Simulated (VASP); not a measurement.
# MoS2 (R3m) in VASP: notebook

MoS2 is run at these levels: LDA; tasks: single point.

All numbers are computed with VASP 6.6.1; they aren't measurements. Logs are shortened: lines on timing, memory, paths and dates and some standing lists are left out, and cuts for length are marked.

### Step 1. The cell of the first run

Symmetry: R3m, No. 160, trigonal system. Conventional cell: a = 3.120 Å, b = 3.120 Å, c = 18.122 Å, α = 90.00°, β = 90.00°, γ = 120.00°. Mo (site symmetry 3m) has 6 S at 2.33 Å and 6 Mo at 3.12 Å within 3.2 Å. Within 3.2 Å of S (site symmetry 3m) lie 3 Mo at 2.33 Å and 7 S at 2.96 to 3.12 Å. S (site symmetry 3m) has 3 Mo at 2.33 Å and 7 S at 2.96 to 3.12 Å within 3.2 Å.

### Step 2. Single point, LDA (16.98 Å³/atom)

File INCAR:

```
PREC = Accurate
ENCUT = 520
EDIFF = 1E-6
ISMEAR = -1
SIGMA = 0.05
LREAL = False
LASPH = True
NELM = 80
ALGO = Normal
ISIF = 2
LWAVE = False
LCHARG = False
GGA = CA
NBANDS = 20
```

File KPOINTS:

```
regular mesh
0
Gamma
  15 15 15
```

File POSCAR:

```
MoS2
1.0
    1.5601261102      0.9007392297      6.0405721524
   -1.5601261102      0.9007392297      6.0405721524
    0.0000000000     -1.8014784593      6.0405721524
Mo S
1 2
Direct
    0.0000000000      0.0000000000      0.0000000000
    0.7484000000      0.7484000000      0.7484000000
    0.5849000000      0.5849000000      0.5849000000
```

Potentials or basis: VASP PAW LDA potentials, release 64 (Mo_sv, S).

Started as:

```sh
cat potpaw_LDA.64/Mo_sv/POTCAR potpaw_LDA.64/S/POTCAR > POTCAR
mpirun -np 1 vasp_std > vasp.out
```

OUTCAR:

```text
PREC = Accurate
   ENCUT = 520
   EDIFF = 1E-6
   ISMEAR = -1
   LREAL = False
   LASPH = True
   NELM = 80
   ISIF = 2
   GGA = CA

 ion  position               nearest neighbor table
   1  0.000  0.000  0.000-   2 2.33   2 2.33   2 2.33   3 2.33   3 2.33   3 2.33
   2  0.748  0.748  0.748-   1 2.33   1 2.33   1 2.33
   3  0.585  0.585  0.585-   1 2.33   1 2.33   1 2.33

  LATTYP: Found a trigonal (rhomboedric) cell.
 ALAT       =     6.3034781326
 COS(alpha) =     0.8774851014

  Lattice vectors:

 A1 = (   1.5601261102,   0.9007392297,   6.0405721524)
 A2 = (  -1.5601261102,   0.9007392297,   6.0405721524)
 A3 = (   0.0000000000,  -1.8014784593,   6.0405721524)

Analysis of symmetry for initial positions (statically):
=====================================================================
 Subroutine PRICEL returns:
 Original cell was already a primitive cell.

 Routine SETGRP: Setting up the symmetry group for a
 trigonal (rhombohedral) supercell.

 Subroutine GETGRP returns: Found  6 space group operations
 (whereof  6 operations were pure point group operations)
 out of a pool of 12 trial point group operations.

The static configuration has the point symmetry C_3v.

Analysis of symmetry for dynamics (positions and initial velocities):
=====================================================================
 Subroutine PRICEL returns:
 Original cell was already a primitive cell.

 Routine SETGRP: Setting up the symmetry group for a
 trigonal (rhombohedral) supercell.

 Subroutine GETGRP returns: Found  6 space group operations
 (whereof  6 operations were pure point group operations)
 out of a pool of 12 trial point group operations.

The dynamic configuration has the point symmetry C_3v.

 Subroutine INISYM returns: Found  6 space group operations
 (whereof  6 operations are pure point group operations),
 and found     1 'primitive' translations

----------------------------------------------------------------------------------------

                                     Primitive cell

  volume of cell :      50.9317

  direct lattice vectors                    reciprocal lattice vectors
     1.560126110  0.900739230  6.040572152     0.320486912  0.185033205  0.055182411
    -1.560126110  0.900739230  6.040572152    -0.320486912  0.185033205  0.055182411
     0.000000000 -1.801478459  6.040572152     0.000000000 -0.370066410  0.055182411

  length of vectors
     6.303478133  6.303478133  6.303478133     0.374158050  0.374158050  0.374158050

  position of ions in fractional coordinates (direct lattice)
     0.000000000  0.000000000  0.000000000
     0.748400000  0.748400000  0.748400000
     0.584900000  0.584900000  0.584900000

  ion indices of the primitive-cell ions
   primitive index   ion index
                 1           1
                 2           2
                 3           3

----------------------------------------------------------------------------------------

 KPOINTS: regular mesh

Automatic generation of k-mesh.
 Grid dimensions read from file:
 generate k-points for:   15   15   15

 Generating k-lattice:

  Cartesian coordinates                     Fractional coordinates (reciprocal lattice)
     0.021365794  0.012335547  0.003678827     0.066666667  0.000000000  0.000000000
    -0.021365794  0.012335547  0.003678827     0.000000000  0.066666667  0.000000000
     0.000000000 -0.024671094  0.003678827     0.000000000  0.000000000  0.066666667

  Length of vectors
     0.024943870  0.024943870  0.024943870

  Shift w.r.t. Gamma in fractional coordinates (k-lattice)
     0.000000000  0.000000000  0.000000000

 Subroutine IBZKPT returns following result:
 ===========================================

 Found    344 irreducible k-points:

 Following reciprocal coordinates:
            Coordinates               Weight
  0.000000  0.000000  0.000000      1.000000
  0.066667 -0.000000  0.000000      6.000000
  0.133333  0.000000  0.000000      6.000000
  0.200000  0.000000 -0.000000      6.000000
  0.266667  0.000000  0.000000      6.000000
  0.333333  0.000000  0.000000      6.000000
[... 16 lines left out ...]
  0.133333  0.133333  0.000000      6.000000
  0.200000  0.133333  0.000000     12.000000
 [... further k-points ...]
   k-points           NKPTS =    344   k-points in BZ     NKDIM =    344   number of bands    NBANDS=     20
   number of dos      NEDOS =    301   number of ions     NIONS =      3
   total plane-waves  NPLWV = 110592
   dimension x,y,z NGX =    48 NGY =   48 NGZ =   48
   dimension x,y,z NGXF=    96 NGYF=   96 NGZF=   96
   ions per type =               1   2
   NGX,Y,Z   is equivalent  to a cutoff of  12.66, 12.66, 12.66 a.u.
   NGXF,Y,Z  is equivalent  to a cutoff of  25.32, 25.32, 25.32 a.u.
 SYSTEM =  unknown system
   PREC   = accura    normal or accurate (medium, high low for compatibility)
   ISTART =      0    job   : 0-new  1-cont  2-samecut
   ICHARG =      2    charge: 1-file 2-atom 10-const
   ISPIN  =      1    spin polarized calculation?
   LNONCOLLINEAR =      F non collinear calculations
   LSORBIT =      F    spin-orbit coupling
   LASPH  =      T    aspherical Exc in radial PAW
   ENCUT  =  520.0 eV  38.22 Ry    6.18 a.u.  11.72 11.72 11.72*2*pi/ulx,y,z
   NELM   =     80;   NELMIN=  2; NELMDL= -5     # of ELM steps
   EDIFF  = 0.1E-05   stopping-criterion for ELM
   LREAL  =      F    real-space projection
   EDIFFG = 0.1E-04   stopping-criterion for IOM
   NSW    =      0    number of steps for IOM
   IBRION =     -1    ionic relax: 0-MD 1-quasi-New 2-CG
   NFREE  =      0    steps in history (QN), initial steepest desc. (CG)
   ISIF   =      2    stress and relaxation
   ISYM   =      2    0-nonsym 1-usesym 2-fastsym
   POTIM  = 0.5000    time-step for ionic-motion
   TEBEG  =    0.0;   TEEND  =   0.0 temperature during run
   PSTRESS=    0.0 pullay stress
   NELECT =      26.0000    total number of electrons
   NUPDOWN=      -1.0000    fix difference up-down
   EMIN   =  10.00;   EMAX   =-10.00  energy-range for DOS
   EFERMI =   0.00;   METHOD = LEGACY
   ISMEAR =    -1;   SIGMA  =   0.05  broadening in eV -4-tet -1-fermi 0-gaus
   EFERMI_NEDOS =   21; number of points for ismear=-14 and -15
   IALGO  =     38    algorithm
   IMIX   =      4    mixing-type and parameters
     AMIX     =   0.40;   BMIX     =  1.00
     AMIX_MAG =   1.60;   BMIX_MAG =  1.00
  volume/ion in A,a.u.               =      16.98       114.57
  Fermi-wavevector in a.u.,A,eV,Ry     =   1.308388  2.472495 23.291533  1.711879
  Thomas-Fermi vector in A             =   2.439058
   LORBIT       =      0    0 simple, 1 ext, 2 COOP (PROOUT), +10 PAW based schemes
   GGA     = CA    functional components
   LHFCALC =     F    Hartree Fock is set to
   AEXX    =    0.0000 exact exchange contribution
   IVDW    =     0    specifies the selected vdW correction
   LEPSILON=     F    determine dielectric tensor
   LRPA    =     F    only Hartree local field effects (RPA)
 non-spin polarized calculation
  energy-cutoff  :      520.00
  volume of cell :       50.93
 maximum number of plane-waves:      1388
   NGX = 23   NGY = 23   NGZ = 23

 number of electron      26.0000002 magnetization

 Free energy of the ion-electron system (eV)
  ---------------------------------------------------
  ext. energy  EPLUGINS =         0.00000000
  ---------------------------------------------------
  free energy    TOTEN  =       -24.35978839 eV

  energy without entropy =      -24.35977685  energy(sigma->0) =      -24.35978262

 E-fermi :   8.5281     XC(G=0): -11.2992

 val. band max:        8.2749751820   @ k =   0.4667   0.4667   0.4667
 cond. band min:       8.8867627463   @ k =  -0.2000   0.4667   0.1333
 fundamental gap:      0.6117875644
 Fermi energy:         8.5280772455

 k-point     1 :       0.0000    0.0000    0.0000
  band No.  band energies     occupation
      1     -53.1088      2.00000
      2     -27.5337      2.00000
      3     -27.2525      2.00000
      4     -27.2525      2.00000
      5      -7.3547      2.00000
      6      -5.3408      2.00000
[... 12 lines left out ...]
     19      16.3249      0.00000
     20      16.4652      0.00000

 k-point     2 :       0.0667   -0.0000    0.0000
  band No.  band energies     occupation
      1     -53.1065      2.00000
      2     -27.5292      2.00000
      3     -27.2747      2.00000
      4     -27.2574      2.00000
      5      -7.2788      2.00000
      6      -5.3237      2.00000
[... 12 lines left out ...]
     19      16.5039      0.00000
     20      16.6647      0.00000

 k-point     3 :       0.1333    0.0000    0.0000
  band No.  band energies     occupation
      1     -53.1001      2.00000
      2     -27.5166      2.00000
      3     -27.3370      2.00000
      4     -27.2713      2.00000
      5      -7.0584      2.00000
      6      -5.2741      2.00000
[... 12 lines left out ...]
     19      16.5832      0.00000
     20      17.2503      0.00000

 k-point     4 :       0.2000    0.0000   -0.0000
  band No.  band energies     occupation
      1     -53.0906      2.00000
      2     -27.4979      2.00000
      3     -27.4277      2.00000
      4     -27.2918      2.00000
      5      -6.7167      2.00000
      6      -5.1969      2.00000
[... 12 lines left out ...]
     19      16.7147      0.00000
     20      17.1023      0.00000

 k-point     5 :       0.2667    0.0000    0.0000
  band No.  band energies     occupation
      1     -53.0797      2.00000
      2     -27.5303      2.00000
      3     -27.4764      2.00000
      4     -27.3151      2.00000
      5      -6.2924      2.00000
      6      -5.1016      2.00000
[... 12 lines left out ...]
     19      16.1808      0.00000
     20      16.9493      0.00000
[... 353 lines left out ...]
      6      -5.2170      2.00000
[... 12 lines left out ...]
     19      16.6558      0.00000
     20      17.2194      0.00000

 k-point    22 :      -0.0667    0.0667    0.0000
  band No.  band energies     occupation
      1     -53.1022      2.00000
      2     -27.5206      2.00000
      3     -27.3162      2.00000
      4     -27.2676      2.00000
      5      -7.1333      2.00000
      6      -5.2849      2.00000
[... 12 lines left out ...]
     19      16.5791      0.00000
     20      17.1221      0.00000

 k-point    23 :       0.1333    0.1333    0.0000
  band No.  band energies     occupation
      1     -53.1001      2.00000
      2     -27.5166      2.00000
      3     -27.3370      2.00000
      4     -27.2713      2.00000
      5      -7.0475      2.00000
      6      -5.2956      2.00000
[... 12 lines left out ...]
     19      16.6361      0.00000
     20      17.2594      0.00000

 k-point    24 :       0.2000    0.1333    0.0000
  band No.  band energies     occupation
      1     -53.0942      2.00000
      2     -27.5050      2.00000
      3     -27.3908      2.00000
      4     -27.2867      2.00000
      5      -6.8333      2.00000
      6      -5.2559      2.00000
[... 12 lines left out ...]
     19      16.7270      0.00000
     20      17.1779      0.00000

 [... further k-points ...]

------------------------ aborting loop because EDIFF is reached ----------------------------------------

  FORCE on cell =-STRESS in cart. coord.  units (eV):
  Direction    XX          YY          ZZ          XY          YZ          ZX
  --------------------------------------------------------------------------------------
  -------------------------------------------------------------------------------------
  Total        1.9523948      1.9523948      4.5322982      0.0000000      0.0000000      0.0000000
  in kB       61.4172145     61.4172145    142.5742032      0.0000000      0.0000000      0.0000000
  external PRESSURE =      88.4695441 kB  Pullay stress =       0.0000000 kB

 VOLUME and BASIS-vectors are now :
 -----------------------------------------------------------------------------
  energy-cutoff  :      520.00
  volume of cell :       50.93
      direct lattice vectors                 reciprocal lattice vectors
     1.560126110  0.900739230  6.040572152     0.320486912  0.185033205  0.055182411
    -1.560126110  0.900739230  6.040572152    -0.320486912  0.185033205  0.055182411
     0.000000000 -1.801478459  6.040572152     0.000000000 -0.370066410  0.055182411

 POSITION                                       TOTAL-FORCE (eV/Angst)
 -----------------------------------------------------------------------------------
      0.00000      0.00000      0.00000         0.000000     -0.000000     -0.002647
      0.00000      0.00000     13.56229         0.000000      0.000000      1.634089
      0.00000      0.00000     10.59939         0.000000     -0.000000     -1.631441
 -----------------------------------------------------------------------------------
    total drift:                                0.000000      0.000000      0.000031

  FREE ENERGIE OF THE ION-ELECTRON SYSTEM (eV)
  ---------------------------------------------------
  free  energy   TOTEN  =       -24.3597883857 eV

  energy  without entropy=      -24.3597768485  energy(sigma->0) =      -24.35978262
```

Run time: 29 min. Hardware: 1 thread of Oxide Virtual Turin-like, shared host; peak memory 0.46 GiB.

Results:

```yaml
Free_energy: -24.3598 eV
Pressure: 8.8 GPa
Largest_force: 1.634 eV/Å
Band_gap_on_the_k_mesh: 0.61 eV (least direct gap 1.72 eV)
```

Forces on the atoms (eV/Å):
```
Mo   0.000  0.000 -0.003
S    0.000  0.000  1.634
S    0.000  0.000 -1.631
```

Levels at points of the mesh, in eV from the valence-band top:
| k point | band 10 | band 11 | band 12 | band 13 | band 14 | band 15 | band 16 | band 17 |
| --- | --- | --- | --- | --- | --- | --- | --- | --- |
| (0.00, 0.00, 0.00) | -2.81 | -2.81 | -1.38 | -1.35 | 1.92 | 1.92 | 2.53 | 2.53 |

Caveat: the stress differs along the axes, from 6 to 14 GPa; forces of over 1 eV/Å act on the atoms, so gaps and moduli don't describe the material at rest. A k mesh can miss the band edges.

### Step 3. Single point, LDA (17.51 Å³/atom)

This run uses another cell than the first one, of 17.51 Å³/atom.

File INCAR:

```
SYSTEM = MoS2
PREC = Accurate ; ENCUT = 520
EDIFF = 1E-7 ; ISMEAR = -1
SIGMA = 0.05 ; LREAL = .False.
LASPH = .True. ; NELM = 80
ALGO = Normal ; ISIF = 2
LWAVE = .False. ; LCHARG = .True.
LELF = .True. ; LVHAR = .True.
NBANDS = 20
```

File KPOINTS:

```
regular mesh
0
Gamma
  15 15 15
  0 0 0
```

File POSCAR:

```
MoS2
1.0
    1.5762110184      0.9100258558      6.1028504825
   -1.5762110184      0.9100258558      6.1028504825
    0.0000000000     -1.8200517116      6.1028504825
Mo S
1 2
Direct
    0.0000000000      0.0000000000      0.0000000000
    0.7484000000      0.7484000000      0.7484000000
    0.5849000000      0.5849000000      0.5849000000
```

Potentials or basis: VASP PAW LDA potentials, release 64 (Mo_sv, S).

Started as:

```sh
cat potpaw_LDA.64/Mo_sv/POTCAR potpaw_LDA.64/S/POTCAR > POTCAR
mpirun -np 1 vasp_std > vasp.out
```

Wall time 24 min (1 thread of Oxide Virtual Turin-like, shared host); peak memory 0.46 GiB.

Results (log left out):

```yaml
Free_energy: -24.4197 eV
Pressure: 3.2 GPa
Largest_force: 1.026 eV/Å
Band_gap_on_the_k_mesh: 0.62 eV (least direct gap 1.65 eV)
```

Forces in eV/Å, atoms in the order of the input:
```
Mo   0.000  0.000 -0.003
S    0.000  0.000  1.026
S    0.000  0.000 -1.023
```

Stress tensor (GPa, compression positive):
```
0.74 0.00 0.00
0.00 0.74 0.00
0.00 0.00 8.14
```

Levels at points of the mesh, in eV from the valence-band top:
| k point | band 10 | band 11 | band 12 | band 13 | band 14 | band 15 | band 16 | band 17 |
| --- | --- | --- | --- | --- | --- | --- | --- | --- |
| (0.00, 0.00, 0.00) | -2.70 | -2.70 | -1.32 | -1.26 | 1.89 | 1.89 | 2.44 | 2.44 |

Caveat: the stress differs along the axes, from 1 to 8 GPa; forces of over 1 eV/Å act on the atoms, so gaps and moduli don't describe the material at rest. A k mesh can miss the band edges.

### Step 4. Single point, LDA (18.04 Å³/atom)

This run uses another cell than the first one, of 18.04 Å³/atom.

File INCAR:

```
PREC = Accurate
ENCUT = 520
EDIFF = 1E-6
ISMEAR = -1
SIGMA = 0.05
LREAL = F
LASPH = T
NELM = 80
ALGO = Normal
ISIF = 2
LWAVE = F
LCHARG = F
GGA = CA
NBANDS = 20
```

File KPOINTS:

```
regular mesh
0
Gamma
  15 15 15
```

File POSCAR:

```
MoS2
1.0
    1.5919741743      0.9191267181      6.1638830361
   -1.5919741743      0.9191267181      6.1638830361
    0.0000000000     -1.8382534361      6.1638830361
Mo S
1 2
Direct
    0.0000000000      0.0000000000      0.0000000000
    0.7484000000      0.7484000000      0.7484000000
    0.5849000000      0.5849000000      0.5849000000
```

Started as:

```sh
cat potpaw_LDA.64/Mo_sv/POTCAR potpaw_LDA.64/S/POTCAR > POTCAR
mpirun -np 1 vasp_std > vasp.out
```

Wall time 22 min (1 thread of Oxide Virtual Turin-like, shared host); peak memory 0.47 GiB.

The run converged. Its results:

```yaml
Free_energy: -24.4279 eV
Pressure: -1.6 GPa
Largest_force: 0.482 eV/Å
Band_gap_on_the_k_mesh: 0.63 eV (least direct gap 1.59 eV)
```

Forces on the atoms (eV/Å):
```
Mo   0.000  0.000 -0.003
S    0.000  0.000  0.482
S    0.000  0.000 -0.480
```

Stress tensor (GPa, compression positive):
```
-3.84  0.00  0.00
 0.00 -3.84  0.00
 0.00  0.00  2.89
```

Levels at points of the mesh, in eV from the valence-band top:
```
           k point  band 10  band 11  band 12  band 13  band 14  band 15  band 16  band 17
(0.00, 0.00, 0.00)    -2.59    -2.59    -1.28    -1.15     1.87     1.87     2.36     2.36
```

Caveat: the stress differs along the axes, from -4 to 3 GPa. A k mesh can miss the band edges.

### Step 5. The runs side by side

| cell | gap on the mesh (eV) | pressure (GPa) | largest force (eV/Å) |
| --- | --- | --- | --- |
| a = 6.303 Å, angles 28.7°, 3 atoms | 0.61 | 8.8 | 1.63 |
| a = 6.368 Å, angles 28.7°, 3 atoms | 0.62 | 3.2 | 1.03 |
| a = 6.432 Å, angles 28.7°, 3 atoms | 0.63 | -1.6 | 0.48 |

Alike in all rows: task single point; level LDA; potentials or basis VASP PAW LDA potentials, release 64 (Mo_sv, S); no spin polarisation; k mesh 15 × 15 × 15; cutoff (eV) 520; smearing fermi-dirac 0.05 eV.

Caveats: forces of over 1 eV/Å act on the atoms, so gaps and moduli don't describe the material at rest (at least some runs); the stress differs along the axes, from 6 to 14 GPa (at least some runs); the stress differs along the axes, from 1 to 8 GPa (at least some runs); the stress differs along the axes, from -4 to 3 GPa (at least some runs).

Absolute energies hang on the potentials; compare differences alone.
